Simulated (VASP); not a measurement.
# TaN (P-62m) in VASP: single point with PBEsol

Aim: the single point of TaN with PBEsol.

All numbers are computed with VASP 6.6.1; they aren't measurements. Logs are shortened: lines on timing, memory, paths and dates and some standing lists are left out, and cuts for length are marked.

**1. The cell of the first run**

Symmetry: P-62m, No. 189, hexagonal system. The conventional cell has a = 5.196 Å, b = 5.196 Å, c = 2.911 Å, α = 90.00°, β = 90.00°, γ = 120.00°. Ta (site symmetry -6) has 6 N at 2.16 Å within 2.9 Å. Ta (site symmetry -62m) has 3 N at 2.04 Å within 2.7 Å. N (site symmetry m2m) has 5 Ta at 2.04 to 2.16 Å within 2.7 Å.

**2. Single point, PBEsol**

Contents of INCAR:

```
PREC = Accurate ; ENCUT = 520
EDIFF = 1E-6 ; ISMEAR = -1
SIGMA = 0.1 ; LREAL = F
LASPH = T ; NELM = 80
ALGO = Normal ; ISIF = 2
LWAVE = F ; LCHARG = F
GGA = PS ; NBANDS = 33
```

Contents of KPOINTS:

```
regular mesh
0
Gamma
  5 5 7
```

Contents of POSCAR:

```
TaN
1.0
    5.1960000000      0.0000000000      0.0000000000
   -2.5980000000      4.4998680000      0.0000000000
    0.0000000000      0.0000000000      2.9110000000
Ta N
3 3
Direct
    0.3333333333      0.6666666667      0.5000000000
    0.6666666667      0.3333333333      0.5000000000
    0.0000000000      0.0000000000      0.0000000000
    0.3928500000      0.0000000000      0.0000000000
    0.6071500000      0.6071500000      0.0000000000
    0.0000000000      0.3928500000      0.0000000000
```

Potentials or basis: VASP PAW PBE potentials, release 64 (Ta_pv, N).

Launch:

```bash
cat potpaw_PBE.64/Ta_pv/POTCAR potpaw_PBE.64/N/POTCAR > POTCAR
mpirun -np 1 vasp_std > vasp.out
```

OUTCAR:

```text
PREC = Accurate
   ENCUT = 520
   EDIFF = 1E-6
   ISMEAR = -1
   LREAL = F
   LASPH = T
   NELM = 80
   ISIF = 2
   GGA = PS

 ion  position               nearest neighbor table
   1  0.333  0.667  0.500-   5 2.16   5 2.16   6 2.16   6 2.16   4 2.16   4 2.16   2 3.00   2 3.00
                             2 3.00   3 3.33   3 3.33   3 3.33   3 3.33   3 3.33   3 3.33
   2  0.667  0.333  0.500-   6 2.16   6 2.16   4 2.16   4 2.16   5 2.16   5 2.16   1 3.00   1 3.00
                             1 3.00   3 3.33   3 3.33   3 3.33   3 3.33   3 3.33   3 3.33
   3  0.000  0.000  0.000-   4 2.04   5 2.04   6 2.04   2 3.33   1 3.33   1 3.33   2 3.33   2 3.33
                             2 3.33   1 3.33   1 3.33   2 3.33   2 3.33   1 3.33   1 3.33
   4  0.393  0.000  0.000-   3 2.04   1 2.16   1 2.16   2 2.16   2 2.16
   5  0.607  0.607  0.000-   3 2.04   1 2.16   1 2.16   2 2.16   2 2.16
   6  0.000  0.393  0.000-   3 2.04   2 2.16   2 2.16   1 2.16   1 2.16

  LATTYP: Found a hexagonal cell.
 ALAT       =     5.1960000000
 C/A-ratio  =     0.5602386451

  Lattice vectors:

 A1 = (   5.1960000000,   0.0000000000,   0.0000000000)
 A2 = (  -2.5980000000,   4.4998680000,   0.0000000000)
 A3 = (   0.0000000000,   0.0000000000,   2.9110000000)

Analysis of symmetry for initial positions (statically):
=====================================================================
 Subroutine PRICEL returns:
 Original cell was already a primitive cell.

 Routine SETGRP: Setting up the symmetry group for a
 hexagonal supercell.

 Subroutine GETGRP returns: Found 12 space group operations
 (whereof 12 operations were pure point group operations)
 out of a pool of 24 trial point group operations.

The static configuration has the point symmetry D_3h.

Analysis of symmetry for dynamics (positions and initial velocities):
=====================================================================
 Subroutine PRICEL returns:
 Original cell was already a primitive cell.

 Routine SETGRP: Setting up the symmetry group for a
 hexagonal supercell.

 Subroutine GETGRP returns: Found 12 space group operations
 (whereof 12 operations were pure point group operations)
 out of a pool of 24 trial point group operations.

The dynamic configuration has the point symmetry D_3h.

 Subroutine INISYM returns: Found 12 space group operations
 (whereof 12 operations are pure point group operations),
 and found     1 'primitive' translations

----------------------------------------------------------------------------------------

                                     Primitive cell

  volume of cell :      68.0630

  direct lattice vectors                    reciprocal lattice vectors
     5.196000000  0.000000000  0.000000000     0.192455735  0.111114370  0.000000000
    -2.598000000  4.499868000  0.000000000     0.000000000  0.222228741  0.000000000
     0.000000000  0.000000000  2.911000000     0.000000000  0.000000000  0.343524562

  length of vectors
     5.196000000  5.196000002  2.911000000     0.222228741  0.222228741  0.343524562

  position of ions in fractional coordinates (direct lattice)
     0.333333333  0.666666667  0.500000000
     0.666666667  0.333333333  0.500000000
     0.000000000  0.000000000  0.000000000
     0.392850000  0.000000000  0.000000000
     0.607150000  0.607150000  0.000000000
     0.000000000  0.392850000  0.000000000

  ion indices of the primitive-cell ions
   primitive index   ion index
                 1           1
                 2           2
                 3           3
                 4           4
                 5           5
                 6           6

----------------------------------------------------------------------------------------

 KPOINTS: regular mesh

Automatic generation of k-mesh.
 Grid dimensions read from file:
 generate k-points for:    5    5    7

 Generating k-lattice:

  Cartesian coordinates                     Fractional coordinates (reciprocal lattice)
     0.038491147  0.022222874  0.000000000     0.200000000 -0.000000000  0.000000000
     0.000000000  0.044445748  0.000000000     0.000000000  0.200000000  0.000000000
     0.000000000  0.000000000  0.049074937     0.000000000  0.000000000  0.142857143

  Length of vectors
     0.044445748  0.044445748  0.049074937

  Shift w.r.t. Gamma in fractional coordinates (k-lattice)
     0.000000000  0.000000000  0.000000000

 Subroutine IBZKPT returns following result:
 ===========================================

 Found     20 irreducible k-points:

 Following reciprocal coordinates:
            Coordinates               Weight
  0.000000  0.000000  0.000000      1.000000
  0.200000  0.000000  0.000000      6.000000
  0.400000 -0.000000  0.000000      6.000000
  0.200000  0.200000  0.000000      6.000000
  0.400000  0.200000  0.000000      6.000000
  0.000000  0.000000  0.142857      2.000000
[... 12 lines left out ...]
  0.200000  0.200000  0.428571     12.000000
  0.400000  0.200000  0.428571     12.000000
   k-points           NKPTS =     20   k-points in BZ     NKDIM =     20   number of bands    NBANDS=     33
   number of dos      NEDOS =    301   number of ions     NIONS =      6
   total plane-waves  NPLWV =  38400
   dimension x,y,z NGX =    40 NGY =   40 NGZ =   24
   dimension x,y,z NGXF=    80 NGYF=   80 NGZF=   48
   ions per type =               3   3
   NGX,Y,Z   is equivalent  to a cutoff of  12.80, 12.80, 13.71 a.u.
   NGXF,Y,Z  is equivalent  to a cutoff of  25.60, 25.60, 27.41 a.u.
 SYSTEM =  unknown system
   PREC   = accura    normal or accurate (medium, high low for compatibility)
   ISTART =      0    job   : 0-new  1-cont  2-samecut
   ICHARG =      2    charge: 1-file 2-atom 10-const
   ISPIN  =      1    spin polarized calculation?
   LNONCOLLINEAR =      F non collinear calculations
   LSORBIT =      F    spin-orbit coupling
   LASPH  =      T    aspherical Exc in radial PAW
   ENCUT  =  520.0 eV  38.22 Ry    6.18 a.u.   9.66  9.66  5.41*2*pi/ulx,y,z
   NELM   =     80;   NELMIN=  2; NELMDL= -5     # of ELM steps
   EDIFF  = 0.1E-05   stopping-criterion for ELM
   LREAL  =      F    real-space projection
   EDIFFG = 0.1E-04   stopping-criterion for IOM
   NSW    =      0    number of steps for IOM
   IBRION =     -1    ionic relax: 0-MD 1-quasi-New 2-CG
   NFREE  =      0    steps in history (QN), initial steepest desc. (CG)
   ISIF   =      2    stress and relaxation
   ISYM   =      2    0-nonsym 1-usesym 2-fastsym
   POTIM  = 0.5000    time-step for ionic-motion
   TEBEG  =    0.0;   TEEND  =   0.0 temperature during run
   PSTRESS=    0.0 pullay stress
   NELECT =      48.0000    total number of electrons
   NUPDOWN=      -1.0000    fix difference up-down
   EMIN   =  10.00;   EMAX   =-10.00  energy-range for DOS
   EFERMI =   0.00;   METHOD = LEGACY
   ISMEAR =    -1;   SIGMA  =   0.10  broadening in eV -4-tet -1-fermi 0-gaus
   EFERMI_NEDOS =   21; number of points for ismear=-14 and -15
   IALGO  =     38    algorithm
   IMIX   =      4    mixing-type and parameters
     AMIX     =   0.40;   BMIX     =  1.00
     AMIX_MAG =   1.60;   BMIX_MAG =  1.00
  volume/ion in A,a.u.               =      11.34        76.55
  Fermi-wavevector in a.u.,A,eV,Ry     =   1.457197  2.753703 28.890916  2.123422
  Thomas-Fermi vector in A             =   2.574026
   LORBIT       =      0    0 simple, 1 ext, 2 COOP (PROOUT), +10 PAW based schemes
   GGA     = PS    functional components
   LHFCALC =     F    Hartree Fock is set to
   AEXX    =    0.0000 exact exchange contribution
   IVDW    =     0    specifies the selected vdW correction
   LEPSILON=     F    determine dielectric tensor
   LRPA    =     F    only Hartree local field effects (RPA)
 non-spin polarized calculation
  energy-cutoff  :      520.00
  volume of cell :       68.06
 maximum number of plane-waves:      1860
 NGX is ok and might be reduce to    40
   NGX = 19   NGY = 19   NGZ = 11

 number of electron      48.0000002 magnetization

 Free energy of the ion-electron system (eV)
  ---------------------------------------------------
  ext. energy  EPLUGINS =         0.00000000
  ---------------------------------------------------
  free energy    TOTEN  =       -71.46515413 eV

  energy without entropy =      -71.45228754  energy(sigma->0) =      -71.45872084

 E-fermi :   8.2130     XC(G=0): -13.1611

 val. band max:        8.0598461006   @ k =   0.2000   0.0000   0.1429
 cond. band min:       8.5182000272   @ k =   0.4000  -0.0000   0.2857
 fundamental gap:      0.4583539267
 Fermi energy:         8.2130438417

 k-point     1 :       0.0000    0.0000    0.0000
  band No.  band energies     occupation
      1     -28.0040      2.00000
      2     -28.0040      2.00000
      3     -27.6500      2.00000
      4     -27.6500      2.00000
      5     -27.4701      2.00000
      6     -27.3620      2.00000
[... 25 lines left out ...]
     32      11.3466      0.00000
     33      11.3466      0.00000

 k-point     2 :       0.2000    0.0000    0.0000
  band No.  band energies     occupation
      1     -28.0348      2.00000
      2     -27.9916      2.00000
      3     -27.6283      2.00000
      4     -27.6094      2.00000
      5     -27.4605      2.00000
      6     -27.3709      2.00000
[... 25 lines left out ...]
     32      11.5093      0.00000
     33      11.6351      0.00000

 k-point     3 :       0.4000   -0.0000    0.0000
  band No.  band energies     occupation
      1     -28.0758      2.00000
      2     -27.9221      2.00000
      3     -27.6820      2.00000
      4     -27.5508      2.00000
      5     -27.4384      2.00000
      6     -27.3916      2.00000
[... 25 lines left out ...]
     32      11.9593      0.00000
     33      12.2150      0.00000

 k-point     4 :       0.2000    0.2000    0.0000
  band No.  band energies     occupation
      1     -28.0518      2.00000
      2     -27.9598      2.00000
      3     -27.6684      2.00000
      4     -27.5577      2.00000
      5     -27.4440      2.00000
      6     -27.3863      2.00000
[... 25 lines left out ...]
     32      11.9360      0.00000
     33      11.9414      0.00000

 k-point     5 :       0.4000    0.2000    0.0000
  band No.  band energies     occupation
      1     -28.0587      2.00000
      2     -27.8873      2.00000
      3     -27.7690      2.00000
      4     -27.5294      2.00000
      5     -27.4256      2.00000
      6     -27.4041      2.00000
[... 460 lines left out ...]
 k-point    18 :       0.4000   -0.0000    0.4286
  band No.  band energies     occupation
      1     -28.2539      2.00000
      2     -28.1503      2.00000
      3     -27.8915      2.00000
      4     -27.7958      2.00000
      5     -27.5716      2.00000
      6     -27.4515      2.00000
[... 25 lines left out ...]
     32      12.7419      0.00000
     33      13.5520      0.00000

 k-point    19 :       0.2000    0.2000    0.4286
  band No.  band energies     occupation
      1     -28.2582      2.00000
      2     -28.1434      2.00000
      3     -27.8993      2.00000
      4     -27.7862      2.00000
      5     -27.5731      2.00000
      6     -27.4507      2.00000
[... 25 lines left out ...]
     32      12.7003      0.00000
     33      13.4034      0.00000

 k-point    20 :       0.4000    0.2000    0.4286
  band No.  band energies     occupation
      1     -28.2313      2.00000
      2     -28.1789      2.00000
      3     -27.9167      2.00000
      4     -27.7337      2.00000
      5     -27.6216      2.00000
      6     -27.4376      2.00000
[... 25 lines left out ...]
     32      12.2336      0.00000
     33      13.3352      0.00000

------------------------ aborting loop because EDIFF is reached ----------------------------------------

  FORCE on cell =-STRESS in cart. coord.  units (eV):
  Direction    XX          YY          ZZ          XY          YZ          ZX
  --------------------------------------------------------------------------------------
  -------------------------------------------------------------------------------------
  Total       -1.1328734     -1.1328734     -1.5306324      0.0000000     -0.0000000      0.0000000
  in kB      -26.6674101    -26.6674102    -36.0305055      0.0000000     -0.0000000      0.0000000
  external PRESSURE =     -29.7884419 kB  Pullay stress =       0.0000000 kB

 VOLUME and BASIS-vectors are now :
 -----------------------------------------------------------------------------
  energy-cutoff  :      520.00
  volume of cell :       68.06
      direct lattice vectors                 reciprocal lattice vectors
     5.196000000  0.000000000  0.000000000     0.192455735  0.111114370  0.000000000
    -2.598000000  4.499868000  0.000000000     0.000000000  0.222228741  0.000000000
     0.000000000  0.000000000  2.911000000     0.000000000  0.000000000  0.343524562

 POSITION                                       TOTAL-FORCE (eV/Angst)
 -----------------------------------------------------------------------------------
     -0.00000      2.99991      1.45550        -0.000000      0.000000     -0.000000
      2.59800      1.49996      1.45550        -0.000000      0.000000     -0.000000
      0.00000      0.00000      0.00000        -0.000000      0.000000     -0.000000
      2.04125      0.00000      0.00000         0.023816      0.000000      0.000000
      1.57738      2.73209      0.00000        -0.011908     -0.020625      0.000000
     -1.02062      1.76777      0.00000        -0.011908      0.020625     -0.000000
 -----------------------------------------------------------------------------------
    total drift:                               -0.000002     -0.000003      0.000000

  FREE ENERGIE OF THE ION-ELECTRON SYSTEM (eV)
  ---------------------------------------------------
  free  energy   TOTEN  =       -71.4651541323 eV

  energy  without entropy=      -71.4522875414  energy(sigma->0) =      -71.45872084
```

Run time: 1.8 min. Hardware: 1 thread of AMD EPYC 7R13, shared host; peak memory 0.17 GiB.

What came out:

```yaml
Free_energy: -71.4652 eV
Pressure: -3.0 GPa
Largest_force: 0.024 eV/Å
Band_gap_on_the_k_mesh: zero (band 24 reaches 9.78 eV, above the bottom of band 25 at 7.15 eV)
```

Forces on the atoms (eV/Å):
```
Ta   0.000  0.000  0.000
Ta   0.000  0.000  0.000
Ta   0.000  0.000  0.000
N    0.024  0.000  0.000
N   -0.012 -0.021  0.000
N   -0.012  0.021  0.000
```

Levels at points of the mesh, in eV from the Fermi level:
```csv
k point,band 21,band 22,band 23,band 24,band 25,band 26,band 27,band 28
"(0.00, 0.00, 0.00)",-4.28,-3.35,-1.96,-0.95,-0.95,0.52,0.52,1.79
```

Caveat: the PAW data sets were made with another functional, which shifts forces and pressure a little; spin-orbit coupling is left out, which moves the levels of the heavy elements.
